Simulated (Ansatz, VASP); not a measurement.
**Two plane-wave programs on Si**

```
Si
1.0
     0.00000    5.43000    5.43000
     5.43000    0.00000    5.43000
     5.43000    5.43000    0.00000
Si
17
Direct
  0.98970 0.00271 0.00273
  0.09914 0.13369 0.13350
  0.98957 0.00288 0.50467
  0.12954 0.10721 0.63155
  0.98971 0.50486 0.00273
  0.12968 0.63155 0.10724
  0.07829 0.47388 0.47394
  0.12954 0.63170 0.63154
  0.47199 0.00947 0.00908
  0.61715 0.12431 0.12381
  0.50398 0.95989 0.51785
  0.61700 0.12434 0.63434
  0.50397 0.51834 0.95936
  0.61715 0.63474 0.12381
  0.50397 0.51830 0.51786
  0.69686 0.60122 0.60071
  0.49066 0.33666 0.33605
```

Alike in both runs: functional PBEsol; k mesh 2 × 2 × 2; occupations fermi-dirac, width 0.02 eV; no spin polarisation.

Ansatz relaxed the structure, and its values are those at the end. VASP's run is a single point on that final structure, the one shown.

|  | VASP | Ansatz |
| --- | --- | --- |
| version | VASP 6.6.1 | Ansatz 0.2.0 |
| potentials or method | VASP PAW PBE potentials, release 64 (Si), cutoff 520 eV | scalar-relativistic, plane waves, PAW |
| valence electrons in the cell | 68 | 68 |

|  | VASP | Ansatz | Ansatz less VASP |
| --- | --- | --- | --- |
| rms of the force components (eV/Å) | 0.010 | 0.010 | -0.0001 |

VASP's potentials were made for PBE, not for PBEsol, and Ansatz warns of the same on its side.

The k mesh is coarse, so the values compare programs but aren't converged.
